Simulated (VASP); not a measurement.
Rb: relaxation of cell and atoms with r2SCAN

Crystal: Rb.

```
CELL_PARAMETERS angstrom
0.00000 3.63989 3.63989
3.63989 0.00000 3.63989
3.63989 3.63989 0.00000
ATOMIC_POSITIONS crystal
Rb 0.00000 0.00000 0.00000
```

This isn't the form of Rb at room conditions, which is bcc.

* Program: VASP 6.6.1
* Task: relaxation of cell and atoms
* Functional: r2SCAN
* Potentials or basis: VASP PAW PBE potentials, release 64 (Rb_sv)
* Cutoff: 600 eV
* k mesh: 8 × 8 × 8
* Occupations: fermi-dirac, width 0.1 eV
* Spin: no spin polarisation
* Target pressure: 6 GPa
* Dipole correction: no
* Further INCAR settings: ALGO = Normal; EDIFF = 1e-06; IBRION = 2; EDIFFG = -0.01; NSW = 80; ISIF = 3

```
Relaxed volume                                             : 46.81 Å³/atom
Relaxed cell                                               : a = 4.045 Å, b = 4.045 Å, c = 4.045 Å, α = 60.00°, β = 60.00°, γ = 60.00°
Space group after relaxing (to 0.1 Å)                      : Fm-3m (No. 225)
Energy change on relaxing (the run minimises the enthalpy) : +570.9 meV/atom
Ionic steps                                                : 7
Pressure after relaxing                                    : 6.0 GPa
Band gap on the k mesh                                     : zero (an odd number of electrons rules out a gap without spin polarisation)
```

The path:
| step | energy change (eV) | largest force (eV/Å) | pressure (GPa) | volume (Å³) |
| --- | --- | --- | --- | --- |
| 1 | 0.0000 | 0.0000 | -0.01 | 96.45 |
| 2 | 0.3415 | 0.0000 | 4.02 | 54.22 |
| 3 | 0.4858 | 0.0000 | 5.28 | 49.23 |
| 4 | 0.5679 | 0.0000 | 5.89 | 46.89 |
| 5 | 0.5969 | 0.0000 | 6.22 | 46.13 |
| 6 | 0.5800 | 0.0000 | 6.08 | 46.57 |
| 7 | 0.5709 | 0.0000 | 6.01 | 46.81 |

Final structure:
```
Rb
1.0
     0.00000    2.86050    2.86050
     2.86050    0.00000    2.86050
     2.86050    2.86050    0.00000
Rb
1
Cartesian
  0.0000 0.0000 0.0000
```

Levels at points of the mesh, in eV from the Fermi level:
```csv
k point,band 2,band 3,band 4,band 5,band 6,band 7,band 8
"(0.00, 0.00, 0.00)",-13.46,-13.46,-13.46,-2.93,4.22,4.22,4.22
"(0.50, 0.00, 0.00)",-14.21,-13.55,-13.55,-0.05,1.55,3.86,3.86
"(0.50, 0.50, 0.00)",-14.15,-13.71,-13.71,-0.23,1.32,3.18,7.72
```

It took 25 min on 1 thread of Oxide Virtual Turin-like Processor, with other jobs on the host, peak memory 0.28 GiB.

Caveat: the cell is relaxed towards a set pressure, so the run minimises the enthalpy, not the energy; the volume moved by over 15 % at a fixed basis, so the end points are rough; the PAW data sets were made with another functional, which shifts forces and pressure a little.
